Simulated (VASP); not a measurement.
# TaN (zincblende type) (F-43m) in VASP: a series of runs

The runs below take TaN (zincblende type) through single point, relaxation of cell and atoms, with PBE.

Everything below comes from runs of VASP 6.6.1. Logs are shortened: lines on timing, memory, paths and dates and some standing lists are left out, and cuts for length are marked.

## (1) The cell of the first run

The structure is cubic, space group F-43m (No. 216). The conventional cell has a = 3.937 Å, b = 3.937 Å, c = 3.937 Å, α = 90.00°, β = 90.00°, γ = 90.00°. Ta (site symmetry -43m) has 4 N at 1.70 Å within 2.3 Å. Within 2.3 Å of N (site symmetry -43m) lie 4 Ta at 1.70 Å.

## (2) Single point, PBE

INCAR reads:

```
PREC = Accurate
ENCUT = 520
EDIFF = 1E-6
ISMEAR = -1
SIGMA = 0.1
LREAL = False
LASPH = True
NELM = 100
ALGO = Normal
ISIF = 2
LWAVE = False
LCHARG = False
GGA = PE
NBANDS = 15
```

KPOINTS reads:

```
Automatic mesh
0
Gamma
  17 17 17
```

POSCAR reads:

```
TaN
1.0
    0.0000000000      1.9685559126      1.9685559126
    1.9685559126      0.0000000000      1.9685559126
    1.9685559126      1.9685559126      0.0000000000
Ta N
1 1
Direct
    0.0000000000      0.0000000000      0.0000000000
    0.2500000000      0.2500000000      0.2500000000
```

Potentials or basis: VASP PAW PBE potentials, release 64 (Ta_pv, N).

Command:

```bash
> cat potpaw_PBE.64/Ta_pv/POTCAR potpaw_PBE.64/N/POTCAR > POTCAR
> mpirun -np 1 vasp_std > vasp.out
```

OUTCAR:

```text
PREC = Accurate
   ENCUT = 520
   EDIFF = 1E-6
   ISMEAR = -1
   LREAL = False
   LASPH = True
   NELM = 100
   ISIF = 2
   GGA = PE

 ion  position               nearest neighbor table
   1  0.000  0.000  0.000-   2 1.70   2 1.70   2 1.70   2 1.70
   2  0.250  0.250  0.250-   1 1.70   1 1.70   1 1.70   1 1.70

  LATTYP: Found a face centered cubic cell.
 ALAT       =     3.9371118252

  Lattice vectors:

 A1 = (   0.0000000000,   1.9685559126,   1.9685559126)
 A2 = (   1.9685559126,   0.0000000000,   1.9685559126)
 A3 = (   1.9685559126,   1.9685559126,   0.0000000000)

Analysis of symmetry for initial positions (statically):
=====================================================================
 Subroutine PRICEL returns:
 Original cell was already a primitive cell.

 Routine SETGRP: Setting up the symmetry group for a
 face centered cubic supercell.

 Subroutine GETGRP returns: Found 24 space group operations
 (whereof 24 operations were pure point group operations)
 out of a pool of 48 trial point group operations.

The static configuration has the point symmetry T_d .

Analysis of symmetry for dynamics (positions and initial velocities):
=====================================================================
 Subroutine PRICEL returns:
 Original cell was already a primitive cell.

 Routine SETGRP: Setting up the symmetry group for a
 face centered cubic supercell.

 Subroutine GETGRP returns: Found 24 space group operations
 (whereof 24 operations were pure point group operations)
 out of a pool of 48 trial point group operations.

The dynamic configuration has the point symmetry T_d .

 Subroutine INISYM returns: Found 24 space group operations
 (whereof 24 operations are pure point group operations),
 and found     1 'primitive' translations

----------------------------------------------------------------------------------------

                                     Primitive cell

  volume of cell :      15.2571

  direct lattice vectors                    reciprocal lattice vectors
     0.000000000  1.968555913  1.968555913    -0.253993294  0.253993294  0.253993294
     1.968555913  0.000000000  1.968555913     0.253993294 -0.253993294  0.253993294
     1.968555913  1.968555913  0.000000000     0.253993294  0.253993294 -0.253993294

  length of vectors
     2.783958470  2.783958470  2.783958470     0.439929289  0.439929289  0.439929289

  position of ions in fractional coordinates (direct lattice)
     0.000000000  0.000000000  0.000000000
     0.250000000  0.250000000  0.250000000

[... 81 lines left out ...]
   NFREE  =      0    steps in history (QN), initial steepest desc. (CG)
   ISIF   =      2    stress and relaxation
   ISYM   =      2    0-nonsym 1-usesym 2-fastsym
   POTIM  = 0.5000    time-step for ionic-motion
   TEBEG  =    0.0;   TEEND  =   0.0 temperature during run
   PSTRESS=    0.0 pullay stress
   NELECT =      16.0000    total number of electrons
   NUPDOWN=      -1.0000    fix difference up-down
   EMIN   =  10.00;   EMAX   =-10.00  energy-range for DOS
   EFERMI =   0.00;   METHOD = LEGACY
   ISMEAR =    -1;   SIGMA  =   0.10  broadening in eV -4-tet -1-fermi 0-gaus
   EFERMI_NEDOS =   21; number of points for ismear=-14 and -15
   IALGO  =     38    algorithm
   IMIX   =      4    mixing-type and parameters
     AMIX     =   0.40;   BMIX     =  1.00
     AMIX_MAG =   1.60;   BMIX_MAG =  1.00
  volume/ion in A,a.u.               =       7.63        51.48
  Fermi-wavevector in a.u.,A,eV,Ry     =   1.663248  3.143083 37.639085  2.766395
  Thomas-Fermi vector in A             =   2.749998
   LORBIT       =      0    0 simple, 1 ext, 2 COOP (PROOUT), +10 PAW based schemes
   GGA     = PE    functional components
[... 5 lines left out ...]
 non-spin polarized calculation
  energy-cutoff  :      520.00
  volume of cell :       15.26
 maximum number of plane-waves:       424
 NGX is ok and might be reduce to    24
   NGX = 11   NGY = 11   NGZ = 11

 number of electron      15.9999999 magnetization

 Free energy of the ion-electron system (eV)
  ---------------------------------------------------
  ext. energy  EPLUGINS =         0.00000000
  ---------------------------------------------------
  free energy    TOTEN  =       -11.32531288 eV

  energy without entropy =      -11.31005313  energy(sigma->0) =      -11.31768301

 E-fermi :  13.4393     XC(G=0): -15.0917

 val. band max:       13.4375610251   @ k =  -0.4706   0.1176   0.0588
 cond. band min:      13.5070944381   @ k =   0.4706   0.1176   0.0588
 fundamental gap:      0.0695334130
 Fermi energy:        13.4393338897

 k-point     1 :       0.0000    0.0000    0.0000
  band No.  band energies     occupation
      1     -21.3558      2.00000
      2     -21.3558      2.00000
      3     -21.3558      2.00000
      4      -7.8812      2.00000
      5       1.8766      2.00000
      6       1.8766      2.00000
      7       1.8766      2.00000
      8      13.1653      1.87876
      9      14.1573      0.00152
     10      14.1573      0.00152
     11      22.2079      0.00000
     12      22.2079      0.00000
     13      22.2079      0.00000
     14      27.4542      0.00000
[... 401 lines left out ...]
      2     -21.5322      2.00000
      3     -21.4146      2.00000
      4      -6.9454      2.00000
      5       1.7145      2.00000
      6       2.2032      2.00000
      7       2.4735      2.00000
      8      13.0151      1.97166
      9      13.8618      0.02883
     10      14.5014      0.00005
     11      21.6950      0.00000
     12      23.1742      0.00000
     13      24.2587      0.00000
     14      27.4505      0.00000
     15      30.1533      0.00000

 [... further k-points ...]

------------------------ aborting loop because EDIFF is reached ----------------------------------------

  FORCE on cell =-STRESS in cart. coord.  units (eV):
  Direction    XX          YY          ZZ          XY          YZ          ZX
  --------------------------------------------------------------------------------------
  -------------------------------------------------------------------------------------
  Total       42.8498758     42.8498758     42.8498758      0.0000000      0.0000000      0.0000000
  in kB     4499.7345159   4499.7345159   4499.7345159      0.0000000      0.0000000      0.0000000
  external PRESSURE =    4499.7345159 kB  Pullay stress =       0.0000000 kB

 VOLUME and BASIS-vectors are now :
 -----------------------------------------------------------------------------
  energy-cutoff  :      520.00
  volume of cell :       15.26
      direct lattice vectors                 reciprocal lattice vectors
     0.000000000  1.968555913  1.968555913    -0.253993294  0.253993294  0.253993294
     1.968555913  0.000000000  1.968555913     0.253993294 -0.253993294  0.253993294
     1.968555913  1.968555913  0.000000000     0.253993294  0.253993294 -0.253993294

 POSITION                                       TOTAL-FORCE (eV/Angst)
 -----------------------------------------------------------------------------------
      0.00000      0.00000      0.00000        -0.000000     -0.000000     -0.000000
      0.98428      0.98428      0.98428         0.000000      0.000000      0.000000
 -----------------------------------------------------------------------------------
    total drift:                                0.000000      0.000000      0.000000

  FREE ENERGIE OF THE ION-ELECTRON SYSTEM (eV)
  ---------------------------------------------------
  free  energy   TOTEN  =       -11.3253128763 eV

  energy  without entropy=      -11.3100531338  energy(sigma->0) =      -11.31768301
```

OSZICAR:

```text
N       E                     dE             d eps       ncg     rms          rms(c)
DAV:   1     0.109103192942E+03    0.10910E+03   -0.87931E+03  4964   0.117E+03
DAV:   2    -0.128210537359E+02   -0.12192E+03   -0.11592E+03  6063   0.331E+02
DAV:   3    -0.154222734790E+02   -0.26012E+01   -0.25934E+01  5356   0.477E+01
DAV:   4    -0.154290689521E+02   -0.67955E-02   -0.67952E-02  6063   0.271E+00
DAV:   5    -0.154290893777E+02   -0.20426E-04   -0.20424E-04  5363   0.141E-01    0.654E+01
DAV:   6    -0.114674905138E+02    0.39616E+01   -0.61479E+00  5447   0.318E+01    0.291E+01
DAV:   7    -0.113641341573E+02    0.10336E+00   -0.59287E-01  5188   0.703E+00    0.144E+01
DAV:   8    -0.113300107184E+02    0.34123E-01   -0.32144E-02  5454   0.241E+00    0.239E+00
DAV:   9    -0.113253435956E+02    0.46671E-02   -0.62138E-03  5223   0.114E+00    0.220E-01
DAV:  10    -0.113253146508E+02    0.28945E-04   -0.27880E-04  5559   0.182E-01    0.320E-02
DAV:  11    -0.113253124487E+02    0.22021E-05   -0.75621E-06  5461   0.265E-02    0.311E-02
DAV:  12    -0.113253128763E+02   -0.42764E-06   -0.14657E-06  4650   0.123E-02
   1 F= -.11325313E+02 E0= -.11317683E+02  d E =-.152597E-01
```

It took 14 s on 1 thread of Intel Xeon 6975P-C (Granite Rapids), shared host; peak memory 0.17 GiB.

Results:

| Property | Result |
| --- | --- |
| Free energy | -11.3253 eV |
| Pressure | 450.0 GPa |
| Band gap on the k mesh | zero (band 8 reaches 14.82 eV, above the bottom of band 9 at 12.56 eV) |

Levels at points of the mesh, in eV from the Fermi level:
| k point | band 5 | band 6 | band 7 | band 8 | band 9 | band 10 | band 11 | band 12 |
| --- | --- | --- | --- | --- | --- | --- | --- | --- |
| (0.00, 0.00, 0.00) | -11.56 | -11.56 | -11.56 | -0.27 | 0.72 | 0.72 | 8.77 | 8.77 |

Caveat: spin-orbit coupling is left out, which moves the levels of the heavy elements.

(Part 1 of 2 ends here.)
